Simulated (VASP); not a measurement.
Wanted: the native input for a VASP 6.6.1 run.

```yaml
Task: density of states
Functional: PBE
Potentials_or_basis: VASP PAW PBE potentials, release 64 (Al, Cl)
Cutoff: 400 eV
k_mesh: 8 × 8 × 8
Occupations: fermi-dirac, width 0.0364 eV
Spin: no spin polarisation
Dipole_correction: no
k_mesh_for_the_DOS: 12 × 12 × 12
Occupations_for_the_DOS: tetrahedron
Further_INCAR_settings: ALGO = Normal; EDIFF = 1e-06
```

Crystal: AlCl.

```
CELL_PARAMETERS angstrom
0.00000 2.79936 2.79936
2.79936 0.00000 2.79936
2.79936 2.79936 0.00000
ATOMIC_POSITIONS crystal
Al 0.00000 0.00000 0.00000
Cl 0.50000 0.50000 0.50000
```

One way to write it, as run:

POSCAR

```
AlCl
1.0
    0.0000000000      2.7993600000      2.7993600000
    2.7993600000      0.0000000000      2.7993600000
    2.7993600000      2.7993600000      0.0000000000
Al Cl
1 1
Direct
    0.0000000000      0.0000000000      0.0000000000
    0.5000000000      0.5000000000      0.5000000000
```

INCAR.step1

```
  PREC = Accurate
  ENCUT = 400
  EDIFF = 1E-6
  ISMEAR = -1
  SIGMA = 0.0364
  LREAL = False
  LASPH = True
  NELM = 120
  ALGO = Normal
  ISIF = 2
  LWAVE = False
  LCHARG = True
  GGA = PE
  NBANDS = 12
  GGA_COMPAT = False
  NEDOS = 2001
  LORBIT = 11
```

KPOINTS.step1

```
regular mesh
0
Gamma
  8 8 8
```

INCAR.step2

```
  PREC = Accurate
  ENCUT = 400
  EDIFF = 1E-6
  ISMEAR = -5
  SIGMA = 0.0364
  LREAL = False
  LASPH = True
  NELM = 120
  ALGO = Normal
  ISIF = 2
  LWAVE = False
  LCHARG = False
  GGA = PE
  LORBIT = 10
  NEDOS = 2001
  ICHARG = 11
  GGA_COMPAT = False
```

KPOINTS.step2

```
regular mesh
0
Gamma
  12 12 12
```

Potentials or basis: VASP PAW PBE potentials, release 64 (Al, Cl).

Run with:

```bash
$ cat potpaw_PBE.64/Al/POTCAR potpaw_PBE.64/Cl/POTCAR > POTCAR
$ cp INCAR.step1 INCAR
$ cp KPOINTS.step1 KPOINTS
$ mpirun -np 1 vasp_std > vasp.out
$ cp INCAR.step2 INCAR
$ cp KPOINTS.step2 KPOINTS
$ mpirun -np 1 vasp_std > vasp.out
```

Results of the run:

- Valence electrons inside the program's atomic spheres: Al 0.78; Cl 5.08

It took 26 s on 1 thread of Intel Xeon 8259CL, with other jobs on the host, peak memory 0.15 GiB.
